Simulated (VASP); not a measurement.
**La2O3: single point with LDA**

Crystal: La2O3.

```
CELL_PARAMETERS angstrom
6.34925 0.00000 0.00000
-3.17462 5.49861 0.00000
0.00000 0.00000 3.34319
ATOMIC_POSITIONS crystal
La 0.66667 0.33333 0.50000
La 0.33333 0.66667 0.50000
O 0.50801 0.00000 0.00000
O 0.00000 0.50801 0.00000
O 0.49199 0.49199 0.00000
```

```yaml
Program: VASP 6.6.1
Task: single point
Functional: LDA
Potentials_or_basis: VASP PAW LDA potentials, release 64 (La, O)
Cutoff: 520 eV
k_mesh: 5 × 5 × 8
Occupations: fermi-dirac, width 0.05 eV
Spin: no spin polarisation
```

```json
{"Pressure": "-6.6 GPa", "Largest force": "0.091 eV/Å", "Band gap on the k mesh": "1.58 eV (least direct gap 1.98 eV)"}
```

Forces on the atoms (eV/Å):
```
La   0.000  0.000  0.000
La   0.000  0.000  0.000
O   -0.091  0.000  0.000
O    0.045 -0.079  0.000
O    0.045  0.079  0.000
```

Stress tensor (GPa, compression positive):
```
 -4.49   0.00   0.00
  0.00  -4.49   0.00
  0.00   0.00 -10.85
```

Levels at points of the mesh, in eV from the valence-band top:
| k point | band 17 | band 18 | band 19 | band 20 | band 21 | band 22 | band 23 | band 24 |
| --- | --- | --- | --- | --- | --- | --- | --- | --- |
| (0.00, 0.00, 0.00) | -0.88 | -0.88 | -0.52 | -0.41 | 1.58 | 3.41 | 3.88 | 3.88 |
| (0.00, 0.00, 0.50) | -0.98 | -0.98 | -0.14 | 0.00 | 4.12 | 4.13 | 4.18 | 4.29 |

Run time: 60 s on 1 thread of Intel(R) Xeon(R) 6975P-C (Granite Rapids), on a shared host, peak memory 0.24 GiB.

Caveat: the cell stands under tension; spin-orbit coupling is left out, which moves the levels of the heavy elements; an odd mesh through Γ misses points on the zone boundary, where band edges can lie.
